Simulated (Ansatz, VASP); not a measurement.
# Two plane-wave programs on Ti2In

File INCAR:

```
SYSTEM = Ti2In
PREC     = Accurate       ! precision mode
ENCUT    = 520            ! plane-wave cutoff, eV
EDIFF    = 1E-6           ! SCF threshold, eV
ISMEAR   = 0              ! smearing method
SIGMA    = 0.1            ! smearing width, eV
LREAL    = .FALSE.        ! projectors in reciprocal space
LASPH    = .TRUE.         ! aspherical terms in the spheres
NELM     = 60             ! most SCF steps
ALGO     = Normal         ! electronic algorithm
ISIF     = 2              ! what is computed and relaxed
LWAVE    = .FALSE.        ! write WAVECAR
LCHARG   = .TRUE.         ! write CHGCAR
GGA      = PE             ! functional
LELF     = .TRUE.         ! ELF
LVHAR    = .TRUE.       
NBANDS   = 26             ! bands
```

File KPOINTS:

```
Automatic mesh
0
G
  6 6 6
  0 0 0
```

File POSCAR:

```
Ti2In
1.0
    4.2248369700      0.0000000000      0.0000000000
   -2.1124184800      3.6588161400      0.0000000000
    0.0000000000      0.0000000000      3.1312134700
Ti In
2 1
Direct
    0.3333333300      0.6666666700      0.5000000000
    0.6666666700      0.3333333300      0.5000000000
    0.0000000000      0.0000000000      0.0000000000
```

Input for Ansatz:

```yaml
crystal:
  lattice:
    - [4.22483697, 0.0, 0.0]
    - [-2.11241848, 3.65881614, 0.0]
    - [0.0, 0.0, 3.13121347]
  atoms:
    - { symbol: Ti, position: [0.33333333, 0.66666667, 0.5] }
    - { symbol: Ti, position: [0.66666667, 0.33333333, 0.5] }
    - { symbol: In, position: [0.0, 0.0, 0.0] }
basis:
  ecutwfc: 420
kpoints:
  mp_grid: { grid: [6, 6, 6] }
hamiltonian:
  xc: pbe
scf:
  occupations: { method: gaussian, width: 0.1 }
  lower_state_search: "off"
output:
  forces: true
  stress: true
  eigenvalues: true
```

Change from the starting cell: species swapped into the YHg2 type (P6/mmm, No. 191).

Alike in both runs: task single point; functional PBE; k mesh 6 × 6 × 6; occupations gaussian, width 0.1 eV; no spin polarisation.

|  | VASP | Ansatz |
| --- | --- | --- |
| version | VASP 6.6.1 | Ansatz 0.2.0 |
| potentials or method | VASP PAW PBE potentials, release 64 (Ti_sv, In_d), cutoff 520 eV | scalar-relativistic, plane waves, PAW |
| valence electrons in the cell | 37 | 37 |

Ansatz gave:

| Property | Result |
| --- | --- |
| gap on the k mesh at the Fermi level (eV) | none |
| pressure (GPa) | 19.3 |
| traceless stress, the component that is largest in VASP (GPa) | -18.26 |

Task: What did VASP give for the same quantities?

Result: gap on the k mesh at the Fermi level (eV): none; pressure (GPa): 19.2; traceless stress, the component that is largest in VASP (GPa): -18.30.

A gap of «none» marks a metal or a gap that the smearing closes.
